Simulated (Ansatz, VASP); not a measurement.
# Ga2O3: VASP beside Ansatz

The input POSCAR:

```
Ga2O3
1.0
    6.1278415757     -1.5195305764      0.0025325578
    6.1278415757      1.5195305764      0.0025325578
   -1.3883852660      0.0000000000      5.6399772456
Ga O
4 6
Direct
    0.0905209738      0.0905209738      0.7947888382
    0.9094790262      0.9094790262      0.2052111618
    0.6587278752      0.6587278752      0.3144766576
    0.3412721248      0.3412721248      0.6855233424
    0.1642143310      0.1642143310      0.1091577328
    0.8357856690      0.8357856690      0.8908422672
    0.1733419983      0.1733419983      0.5635248269
    0.8266580017      0.8266580017      0.4364751731
    0.4968136885      0.4968136885      0.2909196279
    0.5037148571      0.5037148571      0.7437626390
```

INCAR.step1

```
PREC = Accurate
ENCUT = 520
ISMEAR = 0
SIGMA = 0.05
LREAL = F
LASPH = T
NELM = 60
NBANDS = 55
GGA = PE
ALGO = Normal
EDIFF = 1E-4
LWAVE = T
LCHARG = F
```

INCAR.step2

```
PREC = Accurate
ENCUT = 520
EDIFF = 1E-6
ISMEAR = 0
SIGMA = 0.05
LREAL = F
LASPH = T
NELM = 60
ALGO = Normal
ISIF = 2
LWAVE = F
LCHARG = F
METAGGA = R2SCAN
LMIXTAU = T
NBANDS = 55
ISTART = 1
```

The input KPOINTS:

```
Automatic mesh
0
Gamma
  8 8 4
```

Input for Ansatz:

```yaml
crystal:
  lattice:
    - [6.1278415757, -1.5195305764, 0.0025325578]
    - [6.1278415757, 1.5195305764, 0.0025325578]
    - [-1.388385266, 0.0, 5.6399772456]
  atoms:
    - { symbol: Ga, position: [0.0905209738, 0.0905209738, 0.7947888382] }
    - { symbol: Ga, position: [0.9094790262, 0.9094790262, 0.2052111618] }
    - { symbol: Ga, position: [0.6587278752, 0.6587278752, 0.3144766576] }
    - { symbol: Ga, position: [0.3412721248, 0.3412721248, 0.6855233424] }
    - { symbol: O, position: [0.164214331, 0.164214331, 0.1091577328] }
    - { symbol: O, position: [0.835785669, 0.835785669, 0.8908422672] }
    - { symbol: O, position: [0.1733419983, 0.1733419983, 0.5635248269] }
    - { symbol: O, position: [0.8266580017, 0.8266580017, 0.4364751731] }
    - { symbol: O, position: [0.4968136885, 0.4968136885, 0.2909196279] }
    - { symbol: O, position: [0.5037148571, 0.5037148571, 0.743762639] }
basis:
  ecutwfc: 500
kpoints:
  mp_grid: { grid: [8, 8, 4] }
hamiltonian:
  xc: r2scan
scf:
  occupations: { method: gaussian, width: 0.05 }
output:
  forces: true
  stress: true
  eigenvalues: true
```

Alike in both runs: task single point; functional r2SCAN; k mesh 8 × 8 × 4; occupations gaussian, width 0.05 eV; no spin polarisation.

```csv
,VASP,Ansatz
version,VASP 6.6.1,Ansatz 0.2.0
potentials or method,"VASP PAW PBE potentials, release 64 (Ga_d, O), cutoff 520 eV","scalar-relativistic, plane waves, PAW"
valence electrons in the cell,88,88
```

```csv
,VASP,Ansatz,Ansatz less VASP
gap on the k mesh at the Fermi level (eV),2.91,2.93,+0.019
least direct gap on the mesh (eV),2.91,2.93,+0.019
pressure (GPa),1.4,-0.4,-1.80
"traceless stress, the component that is largest in VASP (GPa)",0.66,0.71,+0.041
rms of the force components (eV/Å),0.290,0.293,+0.0028
```

VASP's potentials were made for PBE, not for r2SCAN. Atom by atom the forces differ by 0.035 eV/Å (rms over components).
